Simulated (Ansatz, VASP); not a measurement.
# Nb in VASP and in Ansatz

The input INCAR:

```
PREC = Accurate ; ENCUT = 520
EDIFF = 1E-6 ; ISMEAR = -1
SIGMA = 0.1 ; LREAL = F
LASPH = T ; NELM = 80
ALGO = Normal ; ISIF = 2
LWAVE = F ; LCHARG = T
GGA = RP ; LELF = T
LVHAR = T ; NBANDS = 26
```

KPOINTS

```
Automatic mesh
0
Gamma
  8 8 13
```

Contents of POSCAR:

```
Nb
1.0
    4.7070686017      0.0000000000      0.0000000000
   -2.3535343009      4.0764409864      0.0000000000
    0.0000000000      0.0000000000      2.5905562287
Nb
3
Direct
    0.0000000000      1.0000000000      1.0000000000
    0.3333333333      0.6666666667      0.5000000000
    0.6666666667      0.3333333333      0.5000000000
```

Input for Ansatz:

```yaml
crystal:
  lattice:
    - [4.7070686017, 0.0, 0.0]
    - [-2.3535343009, 4.0764409864, 0.0]
    - [0.0, 0.0, 2.5905562287]
  atoms:
    - { symbol: Nb, position: [0.0, 1.0, 1.0] }
    - { symbol: Nb, position: [0.3333333333, 0.6666666667, 0.5] }
    - { symbol: Nb, position: [0.6666666667, 0.3333333333, 0.5] }
hamiltonian:
  xc: rpbe
  pseudopotentials:
    kind: paw
    azcp:
      Nb: "pseudopotentials/Nb.paw.azcp"
basis:
  ecutwfc: 420
  fft_grid_basis: typed
kpoints:
  mp_grid: { grid: [8, 8, 13], shift: [0, 0, 0] }
magnetization:
  spin_polarized: false
scf:
  occupations: { method: fermi_dirac, width: 0.1 }
  lower_state_search: "off"
output:
  stress: true
```

Alike in both runs: task single point; functional RPBE; k mesh 8 × 8 × 13; occupations fermi-dirac, width 0.1 eV; no spin polarisation.

```csv
,VASP,Ansatz
version,VASP 6.6.1,Ansatz 0.2.0
potentials or method,"VASP PAW PBE potentials, release 64 (Nb_sv), cutoff 520 eV","plane waves (420 eV) with PAW, scalar-relativistic"
valence electrons in the cell,39,39
```

|  | VASP | Ansatz | Ansatz less VASP |
| --- | --- | --- | --- |
| pressure (GPa) | 25.1 | 25.5 | +0.37 |
| traceless stress, the component that is largest in VASP (GPa) | 1.10 | 0.99 | -0.112 |

VASP's potentials were made for PBE, not for RPBE.
